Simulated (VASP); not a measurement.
# Bi2W (CdI2 type) (P-3m1) in VASP: notebook

The runs below take Bi2W (CdI2 type) through single point, relaxation of cell and atoms, with PBE.

All numbers are computed with VASP 6.6.1; they aren't measurements. Logs are shortened: lines on timing, memory, paths and dates and some standing lists are left out, and cuts for length are marked.

### 1 The cell of the first run

Symmetry: P-3m1, No. 164, trigonal system. Conventional cell: a = 3.420 Å, b = 3.420 Å, c = 8.349 Å, α = 90.00°, β = 90.00°, γ = 120.00°. W (site symmetry -3m) has 6 Bi at 2.90 Å and 6 W at 3.42 Å within 3.8 Å. Within 3.8 Å of Bi (site symmetry 3m) lie 3 W at 2.90 Å and 6 Bi at 3.42 Å.

### 2 Single point, PBE

Input file INCAR:

```
  PREC = Accurate
  ENCUT = 520
  EDIFF = 1E-6
  ISMEAR = -1
  SIGMA = 0.03
  LREAL = False
  LASPH = True
  NELM = 80
  ALGO = Normal
  ISIF = 2
  LWAVE = False
  LCHARG = False
  GGA = PE
  NBANDS = 29
```

Input file KPOINTS:

```
regular mesh
0
Gamma
  9 9 5
```

Input file POSCAR:

```
Bi2W
1.0
    3.4201365634      0.0000000000      0.0000000000
   -1.7100682817      2.9619251483      0.0000000000
    0.0000000000      0.0000000000      8.3494507323
W Bi
1 2
Direct
    0.0000000000      0.0000000000      0.0000000000
    0.3333333333      0.6666666667      0.2537647829
    0.6666666667      0.3333333333      0.7462352171
```

Potentials or basis: VASP PAW PBE potentials, release 64 (W_sv, Bi_d).

Started as:

```console
cat potpaw_PBE.64/W_sv/POTCAR potpaw_PBE.64/Bi_d/POTCAR > POTCAR
mpirun -np 1 vasp_std > vasp.out
```

OUTCAR:

```text
PREC = Accurate
   ENCUT = 520
   EDIFF = 1E-6
   ISMEAR = -1
   LREAL = False
   LASPH = True
   NELM = 80
   ISIF = 2
   GGA = PE

 ion  position               nearest neighbor table
   1  0.000  0.000  0.000-   2 2.90   3 2.90   2 2.90   3 2.90   3 2.90   2 2.90
   2  0.333  0.667  0.254-   1 2.90   1 2.90   1 2.90
   3  0.667  0.333  0.746-   1 2.90   1 2.90   1 2.90

  LATTYP: Found a hexagonal cell.
 ALAT       =     3.4201365634
 C/A-ratio  =     2.4412623816

  Lattice vectors:

 A1 = (   3.4201365634,   0.0000000000,   0.0000000000)
 A2 = (  -1.7100682817,   2.9619251483,   0.0000000000)
 A3 = (   0.0000000000,   0.0000000000,   8.3494507323)

Analysis of symmetry for initial positions (statically):
=====================================================================
 Subroutine PRICEL returns:
 Original cell was already a primitive cell.

 Routine SETGRP: Setting up the symmetry group for a
 hexagonal supercell.

 Subroutine GETGRP returns: Found 12 space group operations
 (whereof 12 operations were pure point group operations)
 out of a pool of 24 trial point group operations.
[... 9 lines left out ...]
 hexagonal supercell.

 Subroutine GETGRP returns: Found 12 space group operations
 (whereof 12 operations were pure point group operations)
 out of a pool of 24 trial point group operations.

The dynamic configuration has the point symmetry D_3d.

 Subroutine INISYM returns: Found 12 space group operations
 (whereof 12 operations are pure point group operations),
 and found     1 'primitive' translations

----------------------------------------------------------------------------------------

                                     Primitive cell

  volume of cell :      84.5815

  direct lattice vectors                    reciprocal lattice vectors
     3.420136563  0.000000000  0.000000000     0.292385986  0.168809127  0.000000000
    -1.710068282  2.961925148  0.000000000     0.000000000  0.337618255  0.000000000
     0.000000000  0.000000000  8.349450732     0.000000000  0.000000000  0.119768357

  length of vectors
     3.420136563  3.420136563  8.349450732     0.337618255  0.337618255  0.119768357

  position of ions in fractional coordinates (direct lattice)
[... 67 lines left out ...]
   dimension x,y,z NGXF=    56 NGYF=   56 NGZF=  128
   ions per type =               1   2
   NGX,Y,Z   is equivalent  to a cutoff of  13.61, 13.61, 12.74 a.u.
   NGXF,Y,Z  is equivalent  to a cutoff of  27.22, 27.22, 25.49 a.u.
 SYSTEM =  unknown system
   PREC   = accura    normal or accurate (medium, high low for compatibility)
   ISTART =      0    job   : 0-new  1-cont  2-samecut
   ICHARG =      2    charge: 1-file 2-atom 10-const
   ISPIN  =      1    spin polarized calculation?
   LNONCOLLINEAR =      F non collinear calculations
   LSORBIT =      F    spin-orbit coupling
   LASPH  =      T    aspherical Exc in radial PAW
   ENCUT  =  520.0 eV  38.22 Ry    6.18 a.u.   6.36  6.36 15.52*2*pi/ulx,y,z
   NELM   =     80;   NELMIN=  2; NELMDL= -5     # of ELM steps
   EDIFF  = 0.1E-05   stopping-criterion for ELM
   LREAL  =      F    real-space projection
   EDIFFG = 0.1E-04   stopping-criterion for IOM
   NSW    =      0    number of steps for IOM
   IBRION =     -1    ionic relax: 0-MD 1-quasi-New 2-CG
   NFREE  =      0    steps in history (QN), initial steepest desc. (CG)
   ISIF   =      2    stress and relaxation
   ISYM   =      2    0-nonsym 1-usesym 2-fastsym
   POTIM  = 0.5000    time-step for ionic-motion
   TEBEG  =    0.0;   TEEND  =   0.0 temperature during run
   PSTRESS=    0.0 pullay stress
   NELECT =      44.0000    total number of electrons
   NUPDOWN=      -1.0000    fix difference up-down
   EMIN   =  10.00;   EMAX   =-10.00  energy-range for DOS
   EFERMI =   0.00;   METHOD = LEGACY
   ISMEAR =    -1;   SIGMA  =   0.03  broadening in eV -4-tet -1-fermi 0-gaus
   EFERMI_NEDOS =   21; number of points for ismear=-14 and -15
   IALGO  =     38    algorithm
   IMIX   =      4    mixing-type and parameters
     AMIX     =   0.40;   BMIX     =  1.00
     AMIX_MAG =   1.60;   BMIX_MAG =  1.00
  volume/ion in A,a.u.               =      28.19       190.26
  Fermi-wavevector in a.u.,A,eV,Ry     =   1.316641  2.488090 23.586277  1.733542
  Thomas-Fermi vector in A             =   2.446738
   LORBIT       =      0    0 simple, 1 ext, 2 COOP (PROOUT), +10 PAW based schemes
   GGA     = PE    functional components
   LHFCALC =     F    Hartree Fock is set to
   AEXX    =    0.0000 exact exchange contribution
   IVDW    =     0    specifies the selected vdW correction
   LEPSILON=     F    determine dielectric tensor
   LRPA    =     F    only Hartree local field effects (RPA)
 non-spin polarized calculation
  energy-cutoff  :      520.00
  volume of cell :       84.58
 maximum number of plane-waves:      2301
 NGX is ok and might be reduce to    28
   NGX = 13   NGY = 13   NGZ = 31

 number of electron      44.0000008 magnetization

 Free energy of the ion-electron system (eV)
  ---------------------------------------------------
  ext. energy  EPLUGINS =         0.00000000
  ---------------------------------------------------
  free energy    TOTEN  =       -18.88484506 eV

  energy without entropy =      -18.87587017  energy(sigma->0) =      -18.88035761

 E-fermi :   7.6130     XC(G=0): -10.3650

 val. band max:        7.5852478701   @ k =   0.1111   0.1111   0.4000
 cond. band min:       7.6190637161   @ k =   0.2222  -0.0000   0.2000
 fundamental gap:      0.0338158460
 Fermi energy:         7.6129587702

 k-point     1 :       0.0000    0.0000    0.0000
  band No.  band energies     occupation
      1     -66.6290      2.00000
      2     -30.7775      2.00000
      3     -30.7775      2.00000
      4     -30.7698      2.00000
      5     -15.2073      2.00000
      6     -15.2073      2.00000
[... 757 lines left out ...]
     28      12.5896      0.00000
     29      15.0199      0.00000

 [... further k-points ...]
[... 5 lines left out ...]
  --------------------------------------------------------------------------------------
  -------------------------------------------------------------------------------------
  Total        0.0000301      0.0000301      0.0244217      0.0000000      0.0000000     -0.0000000
  in kB        0.0005705      0.0005705      0.4626051      0.0000000      0.0000000     -0.0000000
  external PRESSURE =       0.1545820 kB  Pullay stress =       0.0000000 kB

 VOLUME and BASIS-vectors are now :
 -----------------------------------------------------------------------------
  energy-cutoff  :      520.00
  volume of cell :       84.58
      direct lattice vectors                 reciprocal lattice vectors
     3.420136563  0.000000000  0.000000000     0.292385986  0.168809127  0.000000000
    -1.710068282  2.961925148  0.000000000     0.000000000  0.337618255  0.000000000
     0.000000000  0.000000000  8.349450732     0.000000000  0.000000000  0.119768357

 POSITION                                       TOTAL-FORCE (eV/Angst)
 -----------------------------------------------------------------------------------
      0.00000      0.00000      0.00000         0.000000      0.000000      0.000000
     -0.00000      1.97462      2.11880         0.000000      0.000000      0.012934
      1.71007      0.98731      6.23065        -0.000000     -0.000000     -0.012934
 -----------------------------------------------------------------------------------
    total drift:                               -0.000000      0.000000      0.000000

  FREE ENERGIE OF THE ION-ELECTRON SYSTEM (eV)
  ---------------------------------------------------
  free  energy   TOTEN  =       -18.8848450570 eV

  energy  without entropy=      -18.8758701679  energy(sigma->0) =      -18.88035761
```

OSZICAR:

```text
N       E                     dE             d eps       ncg     rms          rms(c)
DAV:   1     0.489939937142E+03    0.48994E+03   -0.23273E+04  2900   0.185E+03
DAV:   2     0.238141720482E+02   -0.46613E+03   -0.45623E+03  2996   0.515E+02
DAV:   3    -0.178345530637E+02   -0.41649E+02   -0.40487E+02  3504   0.163E+02
DAV:   4    -0.194779206370E+02   -0.16434E+01   -0.16331E+01  3368   0.330E+01
DAV:   5    -0.195486398801E+02   -0.70719E-01   -0.70702E-01  3978   0.679E+00    0.126E+01
DAV:   6    -0.190584518400E+02    0.49019E+00   -0.14609E+00  3229   0.683E+00    0.387E+00
DAV:   7    -0.189598987045E+02    0.98553E-01   -0.10683E+00  3223   0.476E+00    0.243E+00
DAV:   8    -0.188855680322E+02    0.74331E-01   -0.28983E-01  3225   0.266E+00    0.505E-01
DAV:   9    -0.188849785521E+02    0.58948E-03   -0.30365E-02  3453   0.873E-01    0.454E-01
DAV:  10    -0.188847762334E+02    0.20232E-03   -0.29417E-03  3746   0.375E-01    0.873E-02
DAV:  11    -0.188848444859E+02   -0.68253E-04   -0.21164E-04  3570   0.935E-02    0.408E-02
DAV:  12    -0.188848418744E+02    0.26115E-05   -0.53448E-05  3567   0.390E-02    0.103E-02
DAV:  13    -0.188848451980E+02   -0.33236E-05   -0.12265E-05  2889   0.192E-02    0.805E-03
DAV:  14    -0.188848450570E+02    0.14106E-06   -0.15004E-06  2349   0.814E-03
   1 F= -.18884845E+02 E0= -.18880358E+02  d E =-.897489E-02
```

stdout:

```text
POSCAR found type information on POSCAR W Bi
 POSCAR found :  2 types and       3 ions
 scaLAPACK will be used
 LDA part: xc-table for (Slater+PW92), standard interpolation
 POSCAR, INCAR and KPOINTS ok, starting setup
 FFT: planning ... GRIDC
 FFT: planning ... GRID_SOFT
 FFT: planning ... GRID
 WAVECAR not read
 entering main loop
```

It took 99 s on 1 thread of Intel Xeon Platinum 8488C (Sapphire Rapids), shared host; peak memory 0.28 GiB.

What came out:

```
Free energy            : -18.8848 eV
Pressure               : 0.0 GPa
Largest force          : 0.013 eV/Å
Band gap on the k mesh : zero (band 22 reaches 7.84 eV, above the bottom of band 23 at 7.59 eV)
```

Forces in eV/Å, atoms in the order of the input:
```
W    0.000  0.000  0.000
Bi   0.000  0.000  0.013
Bi   0.000  0.000 -0.013
```

Caveat: spin-orbit coupling is left out, which moves the levels of the heavy elements.

### 3 Single point, PBE

Input file INCAR:

```
SYSTEM = Bi2W
PREC = Accurate
ENCUT = 520
EDIFF = 1E-6
ISMEAR = -1
SIGMA = 0.03
LREAL = .FALSE.
LASPH = .TRUE.
NELM = 100
ALGO = Normal
ISIF = 2
LWAVE = .FALSE.
LCHARG = .FALSE.
GGA = PE
NBANDS = 29
```

Input file KPOINTS:

```
regular mesh
0
G
  9 9 5
  0 0 0
```

Input file POSCAR:

```
Bi2W
1.0
    3.4203704673      0.0000000000      0.0000000000
   -1.7101852337      2.9621277150      0.0000000000
    0.0000000000      0.0000000000      8.3530915854
W Bi
1 2
Direct
    0.0000000000      0.0000000000      0.0000000000
    0.3333333333      0.6666666667      0.2536483888
    0.6666666667      0.3333333333      0.7463516112
```

Potentials or basis: VASP PAW PBE potentials, release 64 (W_sv, Bi_d).

Started as:

```console
cat potpaw_PBE.64/W_sv/POTCAR potpaw_PBE.64/Bi_d/POTCAR > POTCAR
mpirun -np 1 vasp_std > vasp.out
```

It took 56 s on 1 thread of Intel Xeon 6975P-C (Granite Rapids), shared host; peak memory 0.27 GiB.

It converged, with:

| Property | Result |
| --- | --- |
| Free energy | -18.8848 eV |
| Pressure | 0.0 GPa |
| Largest force | 0.012 eV/Å |
| Band gap on the k mesh | zero (band 22 reaches 7.83 eV, above the bottom of band 23 at 7.58 eV) |

Forces in eV/Å, atoms in the order of the input:
```
W    0.000  0.000  0.000
Bi   0.000  0.000  0.012
Bi   0.000  0.000 -0.012
```

Levels at points of the mesh, in eV from the Fermi level:
```csv
k point,band 20,band 21,band 22,band 23,band 24,band 25
"(0.00, 0.00, 0.00)",-1.04,-1.04,0.23,0.23,3.36,4.85
```

Caveat: spin-orbit coupling is left out, which moves the levels of the heavy elements.

### 4 Relaxation of cell and atoms, PBE

This run uses another cell than the first one, of 33.37 Å³/atom, 1.184 times its volume.

Input file INCAR:

```
ALGO = Normal ; EDIFF = 1E-6
EDIFFG = -0.005 ; ENCUT = 600
GGA = PE ; IBRION = 2
ISIF = 3 ; ISMEAR = -1
LASPH = True ; LCHARG = False
LREAL = False ; LWAVE = False
NELM = 100 ; NSW = 100
PREC = Accurate ; SIGMA = 0.03
```

Input file KPOINTS:

```
k-points
0
Gamma
  9 9 5
```

Input file POSCAR:

```
Bi2W
1.0
    4.1649823397      0.0000000000      0.0000000000
   -2.0824911699      3.6069805125      0.0000000000
    0.0000000000      0.0000000000      6.6639717436
W Bi
1 2
Direct
    0.0000000000      0.0000000000      0.0000000000
    0.3333333333      0.6666666667      0.2500000000
    0.6666666667      0.3333333333      0.7500000000
```

Started as:

```console
cat potpaw_PBE.64/W_sv/POTCAR potpaw_PBE.64/Bi_d/POTCAR > POTCAR
mpirun -np 1 vasp_std > vasp.out
```

Run time: 40 min. Hardware: 1 thread of Intel Xeon 6975P-C (Granite Rapids), shared host; peak memory 0.38 GiB.

It converged, with:

```
Free energy                            : -18.8825 eV
Relaxed volume                         : 28.12 Å³/atom
Relaxed cell                           : a = 3.421 Å, b = 3.421 Å, c = 8.323 Å, α = 90.00°, β = 90.00°, γ = 120.00°
Space group after relaxing (to 0.05 Å) : P-3m1 (No. 164)
Energy gained by relaxing              : 412.0 meV/atom
Ionic steps                            : 64
Pressure after relaxing                : 0.0 GPa
Band gap on the k mesh                 : zero (band 22 reaches 7.87 eV, above the bottom of band 23 at 7.62 eV)
```

Forces in eV/Å, atoms in the order of the input:
```
W    0.000  0.000  0.000
Bi   0.000  0.000  0.003
Bi   0.000  0.000 -0.003
```

Step by step:
```tsv
step	energy change (eV)	largest force (eV/Å)	pressure (GPa)	volume (Å³)
1	0.0000	0.0856	-6.28	100.11
3	-0.3240	1.4720	1.45	87.81
5	-0.7428	0.1872	12.89	68.17
7	-1.1175	0.4035	5.61	74.39
9	-1.1799	0.3487	0.04	77.52
11	-1.1803	0.2952	0.41	77.26
13	-1.2049	0.1137	-0.16	79.47
15	-1.2096	0.0050	-0.39	81.04
17	-1.2234	0.1937	1.59	80.58
19	-1.2313	0.0720	1.02	81.52
21	-1.2320	0.0269	0.80	81.89
23	-1.2342	0.0389	0.14	82.38
25	-1.2342	0.0592	-0.04	82.53
27	-1.2343	0.0492	0.00	82.51
29	-1.2345	0.0203	0.10	82.54
31	-1.2346	0.0330	-0.06	82.75
33	-1.2348	0.0199	-0.01	82.87
35	-1.2351	0.0395	0.20	83.41
37	-1.2353	0.0214	0.14	83.34
39	-1.2357	0.0036	-0.09	83.91
41	-1.2357	0.0144	-0.18	84.16
43	-1.2360	0.0162	0.08	84.35
45	-1.2360	0.0111	0.04	84.32
47	-1.2360	0.0114	0.05	84.32
49	-1.2360	0.0027	-0.03	84.44
51	-1.2360	0.0008	-0.02	84.41
53	-1.2360	0.0016	-0.04	84.40
55	-1.2360	0.0076	0.01	84.35
57	-1.2360	0.0054	0.01	84.38
59	-1.2360	0.0052	0.03	84.39
61	-1.2360	0.0035	0.01	84.39
63	-1.2360	0.0022	-0.02	84.38
64	-1.2360	0.0026	0.00	84.35
```

Final structure:
```
CELL_PARAMETERS angstrom
3.42079 0.00000 0.00000
-1.71039 2.96249 0.00000
0.00000 0.00000 8.32340
ATOMIC_POSITIONS crystal
W 0.00000 0.00000 0.00000
Bi 0.33333 0.66667 0.25466
Bi 0.66667 0.33333 0.74534
```

Levels at points of the mesh, in eV from the Fermi level:
```tsv
k point	band 20	band 21	band 22	band 23	band 24	band 25
(0.00, 0.00, 0.00)	-1.04	-1.04	0.23	0.23	3.38	4.86
```

Caveat: the volume moved by over 15 % at a fixed basis, so the end points are rough; spin-orbit coupling is left out, which moves the levels of the heavy elements.

### 5 Overview

| task | cell | cutoff (eV) | gap on the mesh (eV) | pressure (GPa) | largest force (eV/Å) |
| --- | --- | --- | --- | --- | --- |
| single point | a = 3.420, b = 3.420, c = 8.349 Å, angles 90.0, 90.0, 120.0°, 3 atoms | 520 | none | 0.0 | 0.01 |
| single point | a = 3.420, b = 3.420, c = 8.353 Å, angles 90.0, 90.0, 120.0°, 3 atoms | 520 | none | 0.0 | 0.01 |
| relaxation of cell and atoms | relaxed from a = 4.165, b = 4.165, c = 6.664 Å, angles 90.0, 90.0, 120.0°, 3 atoms | 600 | none | 0.0 | - |

Alike in all rows: level PBE; potentials or basis VASP PAW PBE potentials, release 64 (W_sv, Bi_d); no spin polarisation; k mesh 9 × 9 × 5; smearing fermi-dirac 0.03 eV.

Caveats: spin-orbit coupling is left out, which moves the levels of the heavy elements; the volume moved by over 15 % at a fixed basis, so the end points are rough (some runs).

Total energies depend on the potentials used, so only differences within one code and one set of settings carry meaning.
